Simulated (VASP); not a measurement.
# W4S9 in VASP: single point with PBE+D3(BJ)

Aim: the single point of W4S9 with PBE+D3(BJ).

Program: VASP 6.6.1. These are calculated values, not measurements. Logs are shortened: lines on timing, memory, paths and dates and some standing lists are left out, and cuts for length are marked.

### Step 1. The cell of the first run

The cell holds a slab with vacuum, 13 atoms: a = 6.319 Å, b = 6.319 Å, c = 18.652 Å, α = 90.00°, β = 90.00°, γ = 120.00°.

### Step 2. Single point, PBE+D3(BJ), collinear spin

INCAR

```
  PREC = Accurate
  ENCUT = 400
  EDIFF = 1E-6
  ISMEAR = 0
  SIGMA = 0.05
  LREAL = F
  LASPH = T
  NELM = 200
  ALGO = Normal
  ISIF = 2
  LWAVE = F
  LCHARG = T
  ISPIN = 2
  MAGMOM = 0 0 0 0 0 0 0 0 2 0 0 0 0
  LORBIT = 11
  LMAXMIX = 4
  LDIPOL = T
  IDIPOL = 3
  DIPOL = 0.5 0.5 0.314
  GGA = PE
  IVDW = 12
  LVHAR = T
  LVACPOTAV = T
  NBANDS = 71
  GGA_COMPAT = F
  NELMDL = -8
  KPAR = 4
```

KPOINTS

```
Automatic mesh
0
Gamma
  6 6 1
```

POSCAR

```
W4S9
1.0
    6.3190915435      0.0000000000      0.0000000000
   -3.1595457717      5.4724938055      0.0000000000
    0.0000000000      0.0000000000     18.6521288227
S W
9 4
Direct
    0.1666666667      0.3333333333      0.2144527329
    0.1666666667      0.8333333334      0.2144527329
    0.6666666667      0.3333333334      0.2144527329
    0.6666666667      0.8333333333      0.2144527329
    0.1666666667      0.3333333333      0.3834483930
    0.1666666667      0.8333333334      0.3834483930
    0.6666666667      0.3333333334      0.3834483930
    0.6666666667      0.8333333333      0.3834483930
    0.1666666667      0.5833333333      0.5006441342
    0.3333333333      0.1666666666      0.2989505585
    0.3333333333      0.6666666667      0.2989505585
    0.8333333333      0.1666666667      0.2989505585
    0.8333333333      0.6666666667      0.2989505585
```

Potentials or basis: VASP PAW PBE potentials, release 64 (S, W_sv).

On the command line:

```console
cat potpaw_PBE.64/S/POTCAR potpaw_PBE.64/W_sv/POTCAR > POTCAR
mpirun -np 4 vasp_std > vasp.out
```

OUTCAR:

```text
PREC = Accurate
   ENCUT = 400
   EDIFF = 1E-6
   ISMEAR = 0
   LREAL = F
   LASPH = T
   NELM = 200
   ISIF = 2
   ISPIN = 2
   LORBIT = 11
   GGA = PE
   IVDW = 12
   NELMDL = -8
 IVDW          = 12

 ion  position               nearest neighbor table
   1  0.167  0.333  0.214-  10 2.41  11 2.41  12 2.41
   2  0.167  0.833  0.214-  10 2.41  11 2.41  13 2.41
   3  0.667  0.333  0.214-  12 2.41  13 2.41  10 2.41
   4  0.667  0.833  0.214-  13 2.41  12 2.41  11 2.41
   5  0.167  0.333  0.383-  10 2.41  11 2.41  12 2.41   9 2.70
   6  0.167  0.833  0.383-  10 2.41  11 2.41  13 2.41   9 2.70
   7  0.667  0.333  0.383-  12 2.41  13 2.41  10 2.41
   8  0.667  0.833  0.383-  13 2.41  12 2.41  11 2.41
   9  0.167  0.583  0.501-   5 2.70   6 2.70
  10  0.333  0.167  0.299-   2 2.41   1 2.41   3 2.41   6 2.41   5 2.41   7 2.41  11 3.16  12 3.16
                            13 3.16  12 3.16  13 3.16  11 3.16
  11  0.333  0.667  0.299-   2 2.41   1 2.41   4 2.41   6 2.41   5 2.41   8 2.41  10 3.16  13 3.16
                            13 3.16  12 3.16  12 3.16  10 3.16
  12  0.833  0.167  0.299-   3 2.41   4 2.41   1 2.41   7 2.41   8 2.41   5 2.41  10 3.16  13 3.16
                            13 3.16  11 3.16  11 3.16  10 3.16
  13  0.833  0.667  0.299-   4 2.41   3 2.41   2 2.41   8 2.41   7 2.41   6 2.41  10 3.16  12 3.16
                            12 3.16  11 3.16  11 3.16  10 3.16

  LATTYP: Found a hexagonal cell.
 ALAT       =     6.3190915435
 C/A-ratio  =     2.9517104942

  Lattice vectors:

 A1 = (   6.3190915435,   0.0000000000,   0.0000000000)
 A2 = (  -3.1595457717,   5.4724938055,   0.0000000000)
 A3 = (   0.0000000000,   0.0000000000,  18.6521288227)

Analysis of symmetry for initial positions (statically):
=====================================================================
 Subroutine PRICEL returns:
 Original cell was already a primitive cell.

 Routine SETGRP: Setting up the symmetry group for a
 hexagonal supercell.

 Subroutine GETGRP returns: Found  2 space group operations
 (whereof  2 operations were pure point group operations)
 out of a pool of 24 trial point group operations.

The static configuration has the point symmetry C_1h.

Analysis of symmetry for dynamics (positions and initial velocities):
=====================================================================
 Subroutine PRICEL returns:
 Original cell was already a primitive cell.

 Routine SETGRP: Setting up the symmetry group for a
 hexagonal supercell.

 Subroutine GETGRP returns: Found  2 space group operations
 (whereof  2 operations were pure point group operations)
 out of a pool of 24 trial point group operations.

The dynamic configuration has the point symmetry C_1h.

Analysis of structural, dynamic, and magnetic symmetry:
=====================================================================
 Subroutine PRICEL returns:
 Original cell was already a primitive cell.

 Routine SETGRP: Setting up the symmetry group for a
 hexagonal supercell.

 Subroutine GETGRP returns: Found  2 space group operations
 (whereof  2 operations were pure point group operations)
 out of a pool of 24 trial point group operations.

The overall configuration has the point symmetry C_1h.

 Subroutine INISYM returns: Found  2 space group operations
 (whereof  2 operations are pure point group operations),
 and found     1 'primitive' translations

----------------------------------------------------------------------------------------

                                     Primitive cell

  volume of cell :     645.0128

  direct lattice vectors                    reciprocal lattice vectors
     6.319091543  0.000000000  0.000000000     0.158250596  0.091366024  0.000000000
    -3.159545772  5.472493806  0.000000000     0.000000000  0.182732048  0.000000000
     0.000000000  0.000000000 18.652128823     0.000000000  0.000000000  0.053613183

  length of vectors
     6.319091543  6.319091543 18.652128823     0.182732048  0.182732048  0.053613183

  position of ions in fractional coordinates (direct lattice)
     0.166666667  0.333333333  0.214452733
     0.166666667  0.833333333  0.214452733
     0.666666667  0.333333333  0.214452733
     0.666666667  0.833333333  0.214452733
[... 85 lines left out ...]
   EDIFF  = 0.1E-05   stopping-criterion for ELM
   LREAL  =      F    real-space projection
[... 7 lines left out ...]
   TEBEG  =    0.0;   TEEND  =   0.0 temperature during run
   PSTRESS=    0.0 pullay stress
   NELECT =     110.0000    total number of electrons
   NUPDOWN=      -1.0000    fix difference up-down
   EMIN   =  10.00;   EMAX   =-10.00  energy-range for DOS
   EFERMI =   0.00;   METHOD = LEGACY
   ISMEAR =     0;   SIGMA  =   0.05  broadening in eV -4-tet -1-fermi 0-gaus
   EFERMI_NEDOS =   21; number of points for ismear=-14 and -15
   IALGO  =     38    algorithm
   IMIX   =      4    mixing-type and parameters
     AMIX     =   0.40;   BMIX     =  1.00
     AMIX_MAG =   1.60;   BMIX_MAG =  1.00
  volume/ion in A,a.u.               =      49.62       334.83
  Fermi-wavevector in a.u.,A,eV,Ry     =   0.907855  1.715596 11.213921  0.824200
  Thomas-Fermi vector in A             =   2.031711
   LORBIT       =     11    0 simple, 1 ext, 2 COOP (PROOUT), +10 PAW based schemes
   GGA     = PE    functional components
   LHFCALC =     F    Hartree Fock is set to
   AEXX    =    0.0000 exact exchange contribution
   IVDW    =    12    specifies the selected vdW correction
   LEPSILON=     F    determine dielectric tensor
   LRPA    =     F    only Hartree local field effects (RPA)
 spin polarized calculation
 Gauss-broadening in eV      SIGMA  =   0.05
  energy-cutoff  :      400.00
  volume of cell :      645.01
 maximum number of plane-waves:     11752
 NGX is ok and might be reduce to    42
   NGX = 21   NGY = 21   NGZ = 61

 dipolmoment           0.000000      0.000000     -0.038511 electrons x Angstroem

 number of electron     110.0000036 magnetization       1.9999979

 dipolmoment           0.000000      0.000000      0.143874 electrons x Angstroem

 Free energy of the ion-electron system (eV)
  ---------------------------------------------------
  ext. energy  EPLUGINS =         0.00000000
  ---------------------------------------------------
  free energy    TOTEN  =       -95.94501338 eV

  energy without entropy =      -95.94501338  energy(sigma->0) =      -95.94501338

 E-fermi :  -0.9817     XC(G=0):  -4.5800

 val. band max:       -1.2098681126   @ k =   0.0000   0.0000   0.0000
 cond. band min:      -0.7655869321   @ k =   0.3333   0.3333   0.0000
 fundamental gap:      0.4442811806
 Fermi energy:        -0.9817152249

 spin component 1

 k-point     1 :       0.0000    0.0000    0.0000
  band No.  band energies     occupation
      1     -75.5136      1.00000
      2     -75.4871      1.00000
      3     -75.4765      1.00000
      4     -75.4741      1.00000
      5     -39.9533      1.00000
      6     -39.9434      1.00000
[... 899 lines left out ...]
     66       1.6977      0.00000
     67       2.0000      0.00000
 Fermi energy:        -0.9817152249

 spin component 2

 k-point     1 :       0.0000    0.0000    0.0000
  band No.  band energies     occupation
      1     -75.4857      1.00000
      2     -75.4703      1.00000
      3     -75.4701      1.00000
      4     -75.4424      1.00000
      5     -39.9220      1.00000
      6     -39.9130      1.00000
[... 899 lines left out ...]
     66       1.7507      0.00000
     67       2.1897      0.00000
 [bands above 67 left out]

------------------------ aborting loop because EDIFF is reached ----------------------------------------

 Edisp (eV)   -4.04024

 E8    (eV) :    -1.7949

  FORCE on cell =-STRESS in cart. coord.  units (eV):
  Direction    XX          YY          ZZ          XY          YZ          ZX
  --------------------------------------------------------------------------------------
  -------------------------------------------------------------------------------------
  Total      -0.02895    -0.24624     0.44316     0.18818    -0.29827    -0.51661
  in kB      -0.07190    -0.61165     1.10078     0.46743    -0.74088    -1.28324
  external pressure =        0.14 kB  Pullay stress =        0.00 kB

 VOLUME and BASIS-vectors are now :
 -----------------------------------------------------------------------------
  energy-cutoff  :      400.00
  volume of cell :      645.01
      direct lattice vectors                 reciprocal lattice vectors
     6.319091543  0.000000000  0.000000000     0.158250596  0.091366024  0.000000000
    -3.159545772  5.472493806  0.000000000     0.000000000  0.182732048  0.000000000
     0.000000000  0.000000000 18.652128823     0.000000000  0.000000000  0.053613183

 POSITION                                       TOTAL-FORCE (eV/Angst)
 -----------------------------------------------------------------------------------
      0.00000      1.82416      4.00000         0.010947      0.003698     -0.012520
     -1.57977      4.56041      4.00000         0.008676      0.007631     -0.012520
      3.15955      1.82416      4.00000         0.000826      0.000477     -0.033196
      1.57977      4.56041      4.00000        -0.002827     -0.001632     -0.037787
      0.00000      1.82416      7.15213        -0.165457      0.141667      0.088246
     -1.57977      4.56041      7.15213         0.039959     -0.214124      0.088246
      3.15955      1.82416      7.15213         0.043510      0.025120      0.048075
      1.57977      4.56041      7.15213        -0.027294     -0.015758      0.016754
     -0.78989      3.19229      9.33808        -0.084131     -0.048573      0.019444
      1.57977      0.91208      5.57606         0.151648      0.087554     -0.191527
     -0.00000      3.64833      5.57606         0.095490      0.055131     -0.060799
      4.73932      0.91208      5.57606        -0.049536      0.003415      0.043791
      3.15955      3.64833      5.57606        -0.021810     -0.044607      0.043791
 -----------------------------------------------------------------------------------
    total drift:                                0.000024      0.000012     -0.000845

  FREE ENERGIE OF THE ION-ELECTRON SYSTEM (eV)
  ---------------------------------------------------
  free  energy   TOTEN  =       -99.9852491373 eV

  energy  without entropy=      -99.9852491373  energy(sigma->0) =      -99.98524914

 vacuum level on the upper side and lower side of the slab         4.923         4.170

 total charge

# of ion       s       p       d       tot
------------------------------------------
    1        1.359   2.363   0.000   3.722
    2        1.359   2.363   0.000   3.722
    3        1.359   2.363   0.000   3.722
    4        1.359   2.364   0.000   3.723
    5        1.362   2.338   0.000   3.700
    6        1.362   2.338   0.000   3.700
    7        1.365   2.350   0.000   3.715
    8        1.365   2.351   0.000   3.715
    9        1.398   2.129   0.000   3.528
   10        2.321   6.325   3.387  12.033
   11        2.320   6.329   3.382  12.031
   12        2.320   6.329   3.380  12.029
   13        2.320   6.329   3.380  12.029
--------------------------------------------------
tot         21.566  46.271  13.529  81.367

 magnetization (x)

# of ion       s       p       d       tot
------------------------------------------
    1        0.000   0.004   0.000   0.004
    2        0.000   0.004   0.000   0.004
    3        0.001   0.003   0.000   0.003
    4        0.000   0.004   0.000   0.005
    5        0.026   0.040   0.000   0.065
    6        0.026   0.040   0.000   0.065
    7        0.000   0.012   0.000   0.012
    8        0.000   0.010   0.000   0.010
    9        0.025   0.885   0.000   0.909
   10        0.008   0.010   0.134   0.151
   11       -0.001   0.001   0.017   0.017
   12        0.001   0.001   0.008   0.009
   13        0.001   0.001   0.008   0.009
--------------------------------------------------
tot          0.086   1.012   0.166   1.265
```

Wall time 12 min (4 MPI ranks of Intel Xeon Platinum 8175M at 2.50GHz (Skylake/Cascade Lake), shared host); peak memory 1 GiB.

Results:

```yaml
Free_energy: -99.9852 eV
Largest_force: 0.260 eV/Å
Band_gap_on_the_k_mesh: 0.44 eV (least direct gap 0.52 eV)
Net_moment: 2.00 μB per cell
Site_moments: S +0.00, +0.01, +0.07, +0.91 (each value once); W +0.15, +0.02, +0.01 (each value once) μB
Valence_electrons_inside_the_program's_atomic_spheres: S 3.72, 3.70, 3.71, 3.53 (each value once); W 12.03
Dispersion_energy_per_atom: -0.311 eV
```

Forces in eV/Å, atoms in the order of the input:
```
S    0.011  0.004 -0.013
S    0.009  0.008 -0.013
S    0.001  0.000 -0.033
S   -0.003 -0.002 -0.038
S   -0.165  0.142  0.088
S    0.040 -0.214  0.088
S    0.044  0.025  0.048
S   -0.027 -0.016  0.017
S   -0.084 -0.049  0.019
W    0.152  0.088 -0.192
W    0.095  0.055 -0.061
W   -0.050  0.003  0.044
W   -0.022 -0.045  0.044
```

Levels at points of the mesh, in eV from the valence-band top:
Spin up:
```
           k point  band 52  band 53  band 54  band 55  band 56  band 57  band 58  band 59  band 60  band 61
(0.00, 0.00, 0.00)    -1.26    -0.84    -0.55    -0.52     0.00     2.60     2.62     2.65     2.65     2.66
(0.50, 0.00, 0.00)    -1.04    -0.96    -0.84    -0.63    -0.34     2.03     2.10     2.21     2.26     2.28
(0.00, 0.50, 0.00)    -1.04    -0.94    -0.73    -0.60    -0.42     2.02     2.09     2.21     2.25     2.28
```
Spin down:
```
           k point  band 51  band 52  band 53  band 54  band 55  band 56  band 57  band 58
(0.00, 0.00, 0.00)    -1.28    -1.22    -0.49    -0.07     0.93     0.95     2.66     2.66
(0.50, 0.00, 0.00)    -1.18    -0.93    -0.88    -0.13     0.60     0.71     2.08     2.17
(0.00, 0.50, 0.00)    -1.19    -0.92    -0.88    -0.07     0.46     0.85     2.10     2.13
```

Caveat: spin-orbit coupling is left out, which moves the levels of the heavy elements.
